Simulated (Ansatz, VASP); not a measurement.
## SiCl5: VASP beside Ansatz

```
CELL_PARAMETERS angstrom
5.34839 0.00000 0.00000
-2.67419 4.63184 0.00000
0.00000 0.00000 7.01818
ATOMIC_POSITIONS crystal
Si 0.00000 0.00000 0.00000
Cl 0.50000 0.00000 0.00000
Cl 0.00000 0.50000 0.00000
Cl 0.50000 0.50000 0.00000
Cl 0.33333 0.66667 0.50000
Cl 0.66667 0.33333 0.50000
```

Alike in both runs: task single point; functional PBE; k mesh 6 × 6 × 4; occupations gaussian, width 0.1 eV; no spin polarisation.

|  | VASP | Ansatz |
| --- | --- | --- |
| version | VASP 6.6.1 | Ansatz 0.2.0 |
| potentials or method | VASP PAW PBE potentials, release 64 (Si, Cl), cutoff 520 eV | scalar-relativistic, plane waves, PAW |
| valence electrons in the cell | 39 | 39 |

VASP gave:

- gap on the k mesh at the Fermi level (eV): none
- pressure (GPa): 1.4
- traceless stress, the component that is largest in VASP (GPa): -0.82

Question: Which values does Ansatz return?

Answer: gap on the k mesh at the Fermi level (eV): none; pressure (GPa): 1.5; traceless stress, the component that is largest in VASP (GPa): -0.84.

A gap of «none» marks a metal or a gap that the smearing closes.
